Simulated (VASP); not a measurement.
# Tl (I4_1/amd) in VASP: single point with PBE

Aim: the single point of Tl with PBE.

All numbers are computed with VASP 6.6.1; they aren't measurements. Logs are shortened: lines on timing, memory, paths and dates and some standing lists are left out, and cuts for length are marked.

## (1) The cell of the first run

It takes space group I4_1/amd (No. 141, tetragonal). The conventional cell has a = 6.311 Å, b = 6.311 Å, c = 3.347 Å, α = 90.00°, β = 90.00°, γ = 90.00°. Within 4.3 Å of Tl (site symmetry -4m2) lie 10 Tl at 3.26 to 4.03 Å.

## (2) Single point, PBE

Contents of INCAR:

```
SYSTEM = Tl
PREC = Accurate
ENCUT = 520
EDIFF = 1E-6
ISMEAR = 0
SIGMA = 0.1
LREAL = .False.
LASPH = .True.
NELM = 100
ALGO = Fast
ISIF = 2
LWAVE = .False.
LCHARG = .True.
GGA = PE
LELF = .True.
LVHAR = .True.
NBANDS = 20
```

Contents of KPOINTS:

```
Automatic mesh
0
Gamma
  14 14 14
  0 0 0
```

Contents of POSCAR:

```
Tl
1.0
   -3.1557078773      3.1557078773      1.6734487451
    3.1557078773     -3.1557078773      1.6734487451
    3.1557078773      3.1557078773     -1.6734487451
Tl
2
Direct
    0.7500000000      0.2500000000      0.5000000000
    0.0000000000      0.0000000000      0.0000000000
```

Potentials or basis: VASP PAW PBE potentials, release 64 (Tl_d).

Command:

```
cat potpaw_PBE.64/Tl_d/POTCAR > POTCAR
mpirun -np 1 vasp_std > vasp.out
```

OUTCAR:

```text
SYSTEM = Tl
   PREC = Accurate
   ENCUT = 520
   EDIFF = 1E-6
   ISMEAR = 0
   LREAL = .False.
   LASPH = .True.
   NELM = 100
   ISIF = 2
   GGA = PE

 ion  position               nearest neighbor table
   1  0.750  0.250  0.500-   2 3.26   2 3.26   2 3.26   2 3.26   2 4.03   2 4.03   2 4.03   2 4.03

   2  0.000  0.000  0.000-   1 3.26   1 3.26   1 3.26   1 3.26   1 4.03   1 4.03   1 4.03   1 4.03

  LATTYP: Found a body centered tetragonal cell.
 ALAT       =     6.3114157546
 C/A-ratio  =     0.5302926665

  Lattice vectors:

 A1 = (  -3.1557078773,   3.1557078773,   1.6734487451)
 A2 = (   3.1557078773,  -3.1557078773,   1.6734487451)
 A3 = (   3.1557078773,   3.1557078773,  -1.6734487451)

Analysis of symmetry for initial positions (statically):
=====================================================================
 Subroutine PRICEL returns:
 Original cell was already a primitive cell.

 Routine SETGRP: Setting up the symmetry group for a
 body centered tetragonal supercell.

 Subroutine GETGRP returns: Found 16 space group operations
 (whereof  8 operations were pure point group operations)
 out of a pool of 16 trial point group operations.

The static configuration has the point symmetry D_2d.
 The point group associated with its full space group is D_4h.

Analysis of symmetry for dynamics (positions and initial velocities):
=====================================================================
 Subroutine PRICEL returns:
 Original cell was already a primitive cell.

 Routine SETGRP: Setting up the symmetry group for a
 body centered tetragonal supercell.

 Subroutine GETGRP returns: Found 16 space group operations
 (whereof  8 operations were pure point group operations)
 out of a pool of 16 trial point group operations.

The dynamic configuration has the point symmetry D_2d.
 The point group associated with its full space group is D_4h.

 Subroutine INISYM returns: Found 16 space group operations
 (whereof  8 operations are pure point group operations),
 and found     1 'primitive' translations

----------------------------------------------------------------------------------------

                                     Primitive cell

  volume of cell :      66.6601

  direct lattice vectors                    reciprocal lattice vectors
    -3.155707877  3.155707877  1.673448745     0.000000000  0.158443056  0.298784173
     3.155707877 -3.155707877  1.673448745     0.158443056  0.000000000  0.298784173
     3.155707877  3.155707877 -1.673448745     0.158443056  0.158443056  0.000000000

[... 76 lines left out ...]
   ICHARG =      2    charge: 1-file 2-atom 10-const
   ISPIN  =      1    spin polarized calculation?
   LNONCOLLINEAR =      F non collinear calculations
   LSORBIT =      F    spin-orbit coupling
   LASPH  =      T    aspherical Exc in radial PAW
   ENCUT  =  520.0 eV  38.22 Ry    6.18 a.u.   8.86  8.86  8.86*2*pi/ulx,y,z
   NELM   =    100;   NELMIN=  2; NELMDL= -5     # of ELM steps
   EDIFF  = 0.1E-05   stopping-criterion for ELM
   LREAL  =      F    real-space projection
   EDIFFG = 0.1E-04   stopping-criterion for IOM
   NSW    =      0    number of steps for IOM
   IBRION =     -1    ionic relax: 0-MD 1-quasi-New 2-CG
   NFREE  =      0    steps in history (QN), initial steepest desc. (CG)
   ISIF   =      2    stress and relaxation
   ISYM   =      2    0-nonsym 1-usesym 2-fastsym
   POTIM  = 0.5000    time-step for ionic-motion
   TEBEG  =    0.0;   TEEND  =   0.0 temperature during run
   PSTRESS=    0.0 pullay stress
   NELECT =      26.0000    total number of electrons
   NUPDOWN=      -1.0000    fix difference up-down
   EMIN   =  10.00;   EMAX   =-10.00  energy-range for DOS
   EFERMI =   0.00;   METHOD = LEGACY
   ISMEAR =     0;   SIGMA  =   0.10  broadening in eV -4-tet -1-fermi 0-gaus
   EFERMI_NEDOS =   21; number of points for ismear=-14 and -15
   IALGO  =     68    algorithm
   IMIX   =      4    mixing-type and parameters
     AMIX     =   0.40;   BMIX     =  1.00
     AMIX_MAG =   1.60;   BMIX_MAG =  1.00
  volume/ion in A,a.u.               =      33.33       224.92
  Fermi-wavevector in a.u.,A,eV,Ry     =   1.196127  2.260352 19.466124  1.430720
  Thomas-Fermi vector in A             =   2.332075
   LORBIT       =      0    0 simple, 1 ext, 2 COOP (PROOUT), +10 PAW based schemes
   GGA     = PE    functional components
   LHFCALC =     F    Hartree Fock is set to
   AEXX    =    0.0000 exact exchange contribution
   IVDW    =     0    specifies the selected vdW correction
   LEPSILON=     F    determine dielectric tensor
   LRPA    =     F    only Hartree local field effects (RPA)
 non-spin polarized calculation
 RMM-DIIS sequential band-by-band and
 Gauss-broadening in eV      SIGMA  =   0.10
  energy-cutoff  :      520.00
  volume of cell :       66.66
 maximum number of plane-waves:      1820
   NGX = 17   NGY = 17   NGZ = 17

 number of electron      26.0000001 magnetization

 Free energy of the ion-electron system (eV)
  ---------------------------------------------------
  ext. energy  EPLUGINS =         0.00000000
  ---------------------------------------------------
  free energy    TOTEN  =        -4.27155166 eV

  energy without entropy =       -4.26384771  energy(sigma->0) =       -4.26769969

 E-fermi :   5.2512     XC(G=0):  -9.3985

 val. band max:        5.2500534970   @ k =  -0.2143   0.5000   0.1429
 cond. band min:       5.2660842657   @ k =  -0.4286   0.1429   0.0000
 fundamental gap:      0.0160307687
 Fermi energy:         5.2511710453

 k-point     1 :       0.0000    0.0000    0.0000
  band No.  band energies     occupation
      1      -6.8241      2.00000
      2      -6.6785      2.00000
      3      -6.6513      2.00000
      4      -6.6391      2.00000
      5      -6.2008      2.00000
      6      -6.2008      2.00000
[... 541 lines left out ...]
     19      13.1147      0.00000
     20      13.5603      0.00000

 [... further k-points ...]
[... 5 lines left out ...]
  --------------------------------------------------------------------------------------
  -------------------------------------------------------------------------------------
  Total       -0.0076248     -0.0076248     -0.0498043      0.0000000     -0.0000000      0.0000000
  in kB       -0.1832612     -0.1832612     -1.1970473      0.0000000     -0.0000000      0.0000000
  external PRESSURE =      -0.5211899 kB  Pullay stress =       0.0000000 kB

 VOLUME and BASIS-vectors are now :
 -----------------------------------------------------------------------------
  energy-cutoff  :      520.00
  volume of cell :       66.66
      direct lattice vectors                 reciprocal lattice vectors
    -3.155707877  3.155707877  1.673448745     0.000000000  0.158443056  0.298784173
     3.155707877 -3.155707877  1.673448745     0.158443056  0.000000000  0.298784173
     3.155707877  3.155707877 -1.673448745     0.158443056  0.158443056  0.000000000

 POSITION                                       TOTAL-FORCE (eV/Angst)
 -----------------------------------------------------------------------------------
     -0.00000      3.15571      0.83672        -0.000000      0.000000     -0.000000
      0.00000      0.00000      0.00000         0.000000     -0.000000      0.000000
 -----------------------------------------------------------------------------------
    total drift:                               -0.000000      0.000000     -0.000000

  FREE ENERGIE OF THE ION-ELECTRON SYSTEM (eV)
  ---------------------------------------------------
  free  energy   TOTEN  =        -4.2715516622 eV

  energy  without entropy=       -4.2638477142  energy(sigma->0) =       -4.26769969
```

Run time: 5.1 min. Hardware: 1 thread of AMD EPYC 7R43 (Zen 3), shared host; peak memory 0.36 GiB.

Results:

```
Free energy            : -4.2716 eV
Pressure               : -0.1 GPa
Band gap on the k mesh : zero (bands 13 and 14 overlap by 5.22 eV)
```

Caveat: spin-orbit coupling is left out, which moves the levels of the heavy elements.
